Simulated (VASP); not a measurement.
# GaN (Fm-3m) in VASP: settings compared, part 2 of 2

VASP 6.6.1. The steps go on from the part before.

**3. Single point, PBE-based global hybrid with 50 % exact exchange**

File POSCAR:

```
GaN
1.0
    0.0000000000      2.1085152350      2.1085152350
    2.1085152350      0.0000000000      2.1085152350
    2.1085152350      2.1085152350      0.0000000000
Ga N
1 1
Direct
    0.0000000000      0.0000000000      0.0000000000
    0.5000000000      0.5000000000      0.5000000000
```

File INCAR.step1:

```
SYSTEM = GaN
PREC = Accurate
ENCUT = 520
EDIFF = 1E-5
ISMEAR = 0
SIGMA = 0.01
LREAL = .FALSE.
LASPH = .TRUE.
NELM = 60
ALGO = Normal
ISIF = 2
LWAVE = .TRUE.
NBANDS = 16
GGA = PE
```

File INCAR.step2:

```
SYSTEM = GaN
PREC = Accurate
ENCUT = 520
EDIFF = 1E-7
ISMEAR = 0
SIGMA = 0.01
LREAL = .FALSE.
LASPH = .TRUE.
NELM = 60
ALGO = Normal
ISIF = 2
LWAVE = .FALSE.
LCHARG = .TRUE.
GGA = PE
LHFCALC = .TRUE.
AEXX = 0.5
PRECFOCK = Normal
LELF = .TRUE.
LVHAR = .TRUE.
NBANDS = 16
ISTART = 1
```

File KPOINTS:

```
regular mesh
0
G
  6 6 6
  0 0 0
```

Potentials or basis: VASP PAW PBE potentials, release 64 (Ga_d, N).

The run is started by

```
> cat potpaw_PBE.64/Ga_d/POTCAR potpaw_PBE.64/N/POTCAR > POTCAR
> cp INCAR.step1 INCAR
> mpirun -np 1 vasp_std > vasp.out
> cp INCAR.step2 INCAR
> mpirun -np 1 vasp_std > vasp.out
```

OUTCAR:

```text
SYSTEM = GaN
   PREC = Accurate
   ENCUT = 520
   EDIFF = 1E-7
   ISMEAR = 0
   LREAL = .FALSE.
   LASPH = .TRUE.
   NELM = 60
   ISIF = 2
   GGA = PE
   LHFCALC = .TRUE.
   AEXX = 0.5
   PRECFOCK = Normal
   ISTART = 1

 ion  position               nearest neighbor table
   1  0.000  0.000  0.000-   2 2.11   2 2.11   2 2.11   2 2.11   2 2.11   2 2.11
   2  0.500  0.500  0.500-   1 2.11   1 2.11   1 2.11   1 2.11   1 2.11   1 2.11

  LATTYP: Found a face centered cubic cell.
 ALAT       =     4.2170304700

  Lattice vectors:

 A1 = (   0.0000000000,   2.1085152350,   2.1085152350)
 A2 = (   2.1085152350,   0.0000000000,   2.1085152350)
 A3 = (   2.1085152350,   2.1085152350,   0.0000000000)

Analysis of symmetry for initial positions (statically):
=====================================================================
 Subroutine PRICEL returns:
 Original cell was already a primitive cell.

 Routine SETGRP: Setting up the symmetry group for a
 face centered cubic supercell.

 Subroutine GETGRP returns: Found 48 space group operations
 (whereof 48 operations were pure point group operations)
 out of a pool of 48 trial point group operations.

[... 161 lines left out ...]

 E-fermi :   5.8093     XC(G=0):  -7.4348

 val. band max:        5.6225047366   @ k =  -0.1667   0.1667   0.0000
 cond. band min:      10.4236785301   @ k =   0.5000   0.5000   0.0000
 fundamental gap:      4.8011737935
 Fermi energy:         5.8092695774

 k-point     1 :       0.0000    0.0000    0.0000
  band No.  band energies     occupation
      1     -15.0362      2.00000
      2     -12.9612      2.00000
      3     -12.9612      2.00000
      4     -12.9417      2.00000
      5     -12.9417      2.00000
      6     -12.9417      2.00000
[... 281 lines left out ...]
      3     -12.9759      2.00000
      4     -12.8132      2.00000
      5     -12.6836      2.00000
      6      -8.7692      2.00000
[... 8 lines left out ...]
     15      32.9115      0.00000
     16      39.2113      0.00000

------------------------ aborting loop because EDIFF is reached ----------------------------------------

  FORCE on cell =-STRESS in cart. coord.  units (eV):
  Direction    XX          YY          ZZ          XY          YZ          ZX
  --------------------------------------------------------------------------------------
  -------------------------------------------------------------------------------------
  Total       -1.1241582     -1.1241582     -1.1241582      0.0000000      0.0000000      0.0000000
  in kB      -96.0677898    -96.0677898    -96.0677898      0.0000000      0.0000000      0.0000000
  external PRESSURE =     -96.0677898 kB  Pullay stress =       0.0000000 kB

 VOLUME and BASIS-vectors are now :
 -----------------------------------------------------------------------------
  energy-cutoff  :      520.00
  volume of cell :       18.75
      direct lattice vectors                 reciprocal lattice vectors
     0.000000000  2.108515235  2.108515235    -0.237133691  0.237133691  0.237133691
     2.108515235  0.000000000  2.108515235     0.237133691 -0.237133691  0.237133691
     2.108515235  2.108515235  0.000000000     0.237133691  0.237133691 -0.237133691

 POSITION                                       TOTAL-FORCE (eV/Angst)
 -----------------------------------------------------------------------------------
      0.00000      0.00000      0.00000        -0.000000     -0.000000      0.000000
      2.10852      2.10852      2.10852         0.000000      0.000000     -0.000000
 -----------------------------------------------------------------------------------
    total drift:                                0.000000      0.000000      0.000000

  FREE ENERGIE OF THE ION-ELECTRON SYSTEM (eV)
  ---------------------------------------------------
  free  energy   TOTEN  =       -18.4047704578 eV

  energy  without entropy=      -18.4047704578  energy(sigma->0) =      -18.40477046
```

OUTCAR.step1:

```text
SYSTEM = GaN
   PREC = Accurate
   ENCUT = 520
   EDIFF = 1E-5
   ISMEAR = 0
   LREAL = .FALSE.
   LASPH = .TRUE.
[... 515 lines left out ...]
      0.00000      0.00000      0.00000        -0.000000      0.000000      0.000000
      2.10852      2.10852      2.10852         0.000000     -0.000000     -0.000000
 -----------------------------------------------------------------------------------
    total drift:                                0.000000     -0.000000     -0.000000

  FREE ENERGIE OF THE ION-ELECTRON SYSTEM (eV)
  ---------------------------------------------------
  free  energy   TOTEN  =       -11.1724756093 eV

  energy  without entropy=      -11.1724756093  energy(sigma->0) =      -11.17247561
```

Run time: 15 min. Hardware: 1 thread of Intel Xeon 6975P-C (Granite Rapids), shared host; peak memory 0.15 GiB.

Results:

```yaml
Free_energy: -18.4048 eV
Pressure: -9.6 GPa
Band_gap_on_the_k_mesh: 4.80 eV (least direct gap 7.13 eV)
```

Caveat: the k points lie up to 0.43 Å⁻¹ apart; the structure was generated, so it needn't be the stable form of GaN; the PAW data sets were made with another functional, which shifts forces and pressure a little. A k mesh can miss the band edges.
